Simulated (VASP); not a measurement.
# NaF (Fm-3m) in VASP: single point with r2SCAN

Aim: the single point of NaF with r2SCAN.

All numbers are computed with VASP 6.6.1; they aren't measurements. Logs are shortened: lines on timing, memory, paths and dates and some standing lists are left out, and cuts for length are marked.

**1. The cell of the first run**

Symmetry: Fm-3m, No. 225, cubic system. The conventional cell has a = 4.719 Å, b = 4.719 Å, c = 4.719 Å, α = 90.00°, β = 90.00°, γ = 90.00°. Na (site symmetry m-3m) has 6 F at 2.36 Å within 3.1 Å. F (site symmetry m-3m) has 6 Na at 2.36 Å within 3.1 Å.

**2. Single point, r2SCAN**

The input, POSCAR:

```
NaF
1.0
    0.0000000000      2.3592948000      2.3592948000
    2.3592948000      0.0000000000      2.3592948000
    2.3592948000      2.3592948000      0.0000000000
Na F
1 1
Direct
    0.0000000000      0.0000000000      0.0000000000
    0.5000000000      0.5000000000      0.5000000000
```

The input, INCAR.step1:

```
SYSTEM = NaF
  ALGO = Normal
  EDIFF = 1E-4
  ENCUT = 520
  GGA = PE
  ISMEAR = -1
  LASPH = .TRUE.
  LCHARG = .FALSE.
  LREAL = .FALSE.
  LWAVE = .TRUE.
  NBANDS = 14
  NELM = 80
  PREC = Accurate
  SIGMA = 0.1
```

The input, INCAR.step2:

```
SYSTEM = NaF
  ALGO = Normal
  EDIFF = 1E-6
  ENCUT = 520
  ISIF = 2
  ISMEAR = -1
  ISTART = 1
  LASPH = .TRUE.
  LCHARG = .FALSE.
  LMIXTAU = .TRUE.
  LREAL = .FALSE.
  LWAVE = .FALSE.
  METAGGA = R2SCAN
  NBANDS = 14
  NELM = 80
  PREC = Accurate
  SIGMA = 0.1
```

The input, KPOINTS:

```
k-points
0
G
  9 9 9
  0 0 0
```

Potentials or basis: VASP PAW PBE potentials, release 64 (Na_pv, F).

Launch:

```sh
cat potpaw_PBE.64/Na_pv/POTCAR potpaw_PBE.64/F/POTCAR > POTCAR
cp INCAR.step1 INCAR
mpirun -np 1 vasp_std > vasp.out
cp INCAR.step2 INCAR
mpirun -np 1 vasp_std > vasp.out
```

OUTCAR:

```text
SYSTEM = NaF
   EDIFF = 1E-6
   ENCUT = 520
   ISIF = 2
   ISMEAR = -1
   ISTART = 1
   LASPH = .TRUE.
   LREAL = .FALSE.
   METAGGA = R2SCAN
   NELM = 80
   PREC = Accurate

 ion  position               nearest neighbor table
   1  0.000  0.000  0.000-
   2  0.500  0.500  0.500-

  LATTYP: Found a face centered cubic cell.
 ALAT       =     4.7185896000

  Lattice vectors:

 A1 = (   0.0000000000,   2.3592948000,   2.3592948000)
 A2 = (   2.3592948000,   0.0000000000,   2.3592948000)
 A3 = (   2.3592948000,   2.3592948000,   0.0000000000)

Analysis of symmetry for initial positions (statically):
=====================================================================
 Subroutine PRICEL returns:
 Original cell was already a primitive cell.

 Routine SETGRP: Setting up the symmetry group for a
 face centered cubic supercell.

 Subroutine GETGRP returns: Found 48 space group operations
 (whereof 48 operations were pure point group operations)
 out of a pool of 48 trial point group operations.

The static configuration has the point symmetry O_h .

Analysis of symmetry for dynamics (positions and initial velocities):
=====================================================================
 Subroutine PRICEL returns:
 Original cell was already a primitive cell.

 Routine SETGRP: Setting up the symmetry group for a
 face centered cubic supercell.

 Subroutine GETGRP returns: Found 48 space group operations
 (whereof 48 operations were pure point group operations)
 out of a pool of 48 trial point group operations.

The dynamic configuration has the point symmetry O_h .

 Subroutine INISYM returns: Found 48 space group operations
 (whereof 48 operations are pure point group operations),
 and found     1 'primitive' translations

----------------------------------------------------------------------------------------

                                     Primitive cell

  volume of cell :      26.2650

  direct lattice vectors                    reciprocal lattice vectors
     0.000000000  2.359294800  2.359294800    -0.211927734  0.211927734  0.211927734
     2.359294800  0.000000000  2.359294800     0.211927734 -0.211927734  0.211927734
     2.359294800  2.359294800  0.000000000     0.211927734  0.211927734 -0.211927734

  length of vectors
     3.336546704  3.336546704  3.336546704     0.367069602  0.367069602  0.367069602

  position of ions in fractional coordinates (direct lattice)
     0.000000000  0.000000000  0.000000000
     0.500000000  0.500000000  0.500000000

  ion indices of the primitive-cell ions
   primitive index   ion index
[... 85 lines left out ...]
   NELECT =      14.0000    total number of electrons
   NUPDOWN=      -1.0000    fix difference up-down
   EMIN   =  10.00;   EMAX   =-10.00  energy-range for DOS
   EFERMI =   0.00;   METHOD = LEGACY
   ISMEAR =    -1;   SIGMA  =   0.10  broadening in eV -4-tet -1-fermi 0-gaus
   EFERMI_NEDOS =   21; number of points for ismear=-14 and -15
   IALGO  =     38    algorithm
   IMIX   =      4    mixing-type and parameters
     AMIX     =   0.40;   BMIX     =  1.00
     AMIX_MAG =   1.60;   BMIX_MAG =  1.00
  volume/ion in A,a.u.               =      13.13        88.62
  Fermi-wavevector in a.u.,A,eV,Ry     =   1.327370  2.508365 23.972253  1.761911
  Thomas-Fermi vector in A             =   2.456687
   LORBIT       =      0    0 simple, 1 ext, 2 COOP (PROOUT), +10 PAW based schemes
   METAGGA = R2SCAN    functional components
   LHFCALC =     F    Hartree Fock is set to
   AEXX    =    0.0000 exact exchange contribution
   IVDW    =     0    specifies the selected vdW correction
   LEPSILON=     F    determine dielectric tensor
   LRPA    =     F    only Hartree local field effects (RPA)
 non-spin polarized calculation
  energy-cutoff  :      520.00
  volume of cell :       26.26
 maximum number of plane-waves:       725
 NGX is ok and might be reduce to    28
   NGX = 13   NGY = 13   NGZ = 13

 number of electron      13.9999997 magnetization

 Free energy of the ion-electron system (eV)
  ---------------------------------------------------
  ext. energy  EPLUGINS =         0.00000000
  ---------------------------------------------------
  free energy    TOTEN  =       -12.57341998 eV

  energy without entropy =      -12.57341998  energy(sigma->0) =      -12.57341998

 E-fermi :  -0.7032     XC(G=0):  -9.4879

 val. band max:       -2.9405703906   @ k =   0.0000   0.0000   0.0000
 cond. band min:       3.9343436211   @ k =   0.0000   0.0000   0.0000
 fundamental gap:      6.8749140117
 Fermi energy:        -0.7031814729

 k-point     1 :       0.0000    0.0000    0.0000
  band No.  band energies     occupation
      1     -23.1530      2.00000
      2     -22.6096      2.00000
      3     -22.6092      2.00000
      4     -22.6092      2.00000
      5      -2.9406      2.00000
      6      -2.9406      2.00000
      7      -2.9406      2.00000
      8       3.9343      0.00000
      9      16.4493      0.00000
     10      16.4493      0.00000
     11      16.4494      0.00000
     12      18.9626      0.00000
     13      21.5477      0.00000
     14      21.5477      0.00000
[... 377 lines left out ...]
      1     -23.0220      2.00000
      2     -22.6496      2.00000
      3     -22.6493      2.00000
      4     -22.6443      2.00000
      5      -4.1081      2.00000
      6      -3.3072      2.00000
      7      -3.3071      2.00000
      8       9.8116      0.00000
      9      10.8569      0.00000
     10      12.2523      0.00000
     11      17.4173      0.00000
     12      17.4175      0.00000
     13      21.4762      0.00000
     14      25.8345      0.00000

 [... further k-points ...]

------------------------ aborting loop because EDIFF is reached ----------------------------------------

  FORCE on cell =-STRESS in cart. coord.  units (eV):
  Direction    XX          YY          ZZ          XY          YZ          ZX
  --------------------------------------------------------------------------------------
  -------------------------------------------------------------------------------------
  Total       -0.6712538     -0.6712538     -0.6712538     -0.0000000     -0.0000000     -0.0000000
  in kB      -40.9468680    -40.9468680    -40.9468680     -0.0000000     -0.0000000     -0.0000000
  external PRESSURE =     -40.9468680 kB  Pullay stress =       0.0000000 kB

 VOLUME and BASIS-vectors are now :
 -----------------------------------------------------------------------------
  energy-cutoff  :      520.00
  volume of cell :       26.26
      direct lattice vectors                 reciprocal lattice vectors
     0.000000000  2.359294800  2.359294800    -0.211927734  0.211927734  0.211927734
     2.359294800  0.000000000  2.359294800     0.211927734 -0.211927734  0.211927734
     2.359294800  2.359294800  0.000000000     0.211927734  0.211927734 -0.211927734

 POSITION                                       TOTAL-FORCE (eV/Angst)
 -----------------------------------------------------------------------------------
      0.00000      0.00000      0.00000         0.000000      0.000000      0.000000
      2.35929      2.35929      2.35929        -0.000000     -0.000000     -0.000000
 -----------------------------------------------------------------------------------
    total drift:                                0.000000      0.000000      0.000000

  FREE ENERGIE OF THE ION-ELECTRON SYSTEM (eV)
  ---------------------------------------------------
  free  energy   TOTEN  =       -12.5734199773 eV

  energy  without entropy=      -12.5734199772  energy(sigma->0) =      -12.57341998
```

OUTCAR.step1:

```text
SYSTEM = NaF
   EDIFF = 1E-4
   ENCUT = 520
   GGA = PE
   ISMEAR = -1
   LASPH = .TRUE.
   LREAL = .FALSE.
[... 628 lines left out ...]
      0.00000      0.00000      0.00000         0.000000      0.000000      0.000000
      2.35929      2.35929      2.35929         0.000000      0.000000     -0.000000
 -----------------------------------------------------------------------------------
    total drift:                                0.000000      0.000000      0.000000

  FREE ENERGIE OF THE ION-ELECTRON SYSTEM (eV)
  ---------------------------------------------------
  free  energy   TOTEN  =        -8.5691994444 eV

  energy  without entropy=       -8.5691994444  energy(sigma->0) =       -8.56919944
```

Wall time 77 s (1 thread of Intel Xeon Platinum 8175M at 2.50GHz (Skylake/Cascade Lake), shared host); peak memory 0.15 GiB.

What came out:

```
Free energy            : -12.5734 eV
Pressure               : -4.1 GPa
Band gap on the k mesh : 6.87 eV, direct
```

Levels at points of the mesh, in eV from the valence-band top:
```tsv
k point	band 3	band 4	band 5	band 6	band 7	band 8	band 9	band 10	band 11	band 12
(0.00, 0.00, 0.00)	-19.67	-19.67	0.00	0.00	0.00	6.87	19.39	19.39	19.39	21.90
```

Caveat: the PAW data sets were made with another functional, which shifts forces and pressure a little. A k mesh can miss the band edges.
